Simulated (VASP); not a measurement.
The system is ScAl2N3.

```
CELL_PARAMETERS angstrom
5.02434 -2.88929 0.00000
5.02434 2.88929 0.00000
0.00000 0.00000 5.36295
ATOMIC_POSITIONS crystal
Al 0.00796 0.33500 0.99166
Al 0.66500 0.99204 0.99166
Al 0.99204 0.66500 0.49166
Al 0.33500 0.00796 0.49166
Sc 0.32216 0.67784 0.98716
Sc 0.67784 0.32216 0.48716
N 0.03539 0.33340 0.35624
N 0.66660 0.96461 0.35624
N 0.96461 0.66660 0.85624
N 0.33340 0.03539 0.85624
N 0.29999 0.70001 0.40504
N 0.70001 0.29999 0.90504
```

| Item | Value |
| --- | --- |
| Program | VASP 6.6.1 |
| Task | relaxation of cell and atoms |
| Functional | PBEsol |
| Potentials or basis | VASP PAW PBE potentials, release 64 (Al, Sc_sv, N) |
| Cutoff | 600 eV |
| k mesh | 4 × 4 × 4 |
| Occupations | gaussian, width 0.1 eV |
| Spin | no spin polarisation |

At the start: pressure -16.9 GPa; volume 12.98 Å³/atom.

Question: Where does the relaxation end?

Answer: Over 11 steps the energy falls by 104.2 meV/atom and the volume is 11.48 Å³/atom (-11.5 %); space group Cmc2_1 (No. 36, to 0.1 Å) before and after.

Step by step:
| step | energy change (eV) | largest force (eV/Å) | pressure (GPa) | volume (Å³) |
| --- | --- | --- | --- | --- |
| 1 | 0.0000 | 0.8411 | -16.94 | 155.71 |
| 2 | -0.4843 | 0.4891 | 19.55 | 126.77 |
| 3 | -1.1012 | 0.5478 | 0.62 | 138.12 |
| 4 | -1.1012 | 0.5387 | 1.07 | 137.78 |
| 5 | -1.1902 | 0.2761 | 0.68 | 137.97 |
| 6 | -1.2126 | 0.2699 | 0.41 | 138.12 |
| 7 | -1.2341 | 0.1503 | -0.77 | 138.80 |
| 8 | -1.2349 | 0.1504 | -1.06 | 138.96 |
| 9 | -1.2457 | 0.1400 | 0.45 | 137.64 |
| 10 | -1.2457 | 0.1411 | 0.48 | 137.62 |
| 11 | -1.2507 | 0.0476 | 0.09 | 137.80 |

Final structure:
```xyz
12
Lattice="4.9127 -2.8275 0.0000 4.9127 2.8275 0.0000 0.0000 0.0000 4.9600" Properties=species:S:1:pos:R:3 pbc="T T T"
Al    1.6820    0.9319    4.9002
Al    8.1434    0.9319    4.9002
Al    8.1434   -0.9319    2.4202
Al    1.6820   -0.9319    2.4202
Sc    4.9127    1.0061    4.8148
Sc    4.9127   -1.0061    2.3348
N     1.7762    0.8551    1.8280
N     8.0491    0.8551    1.8280
N     8.0491   -0.8551    4.3080
N     1.7762   -0.8551    4.3080
N     4.9127    1.0796    2.0053
N     4.9127   -1.0796    4.4853
```

Caveat: the PAW data sets were made with another functional, which shifts forces and pressure a little; the relaxation stopped at a loose force limit of 0.05 eV/Å, so its end isn't a converged minimum.
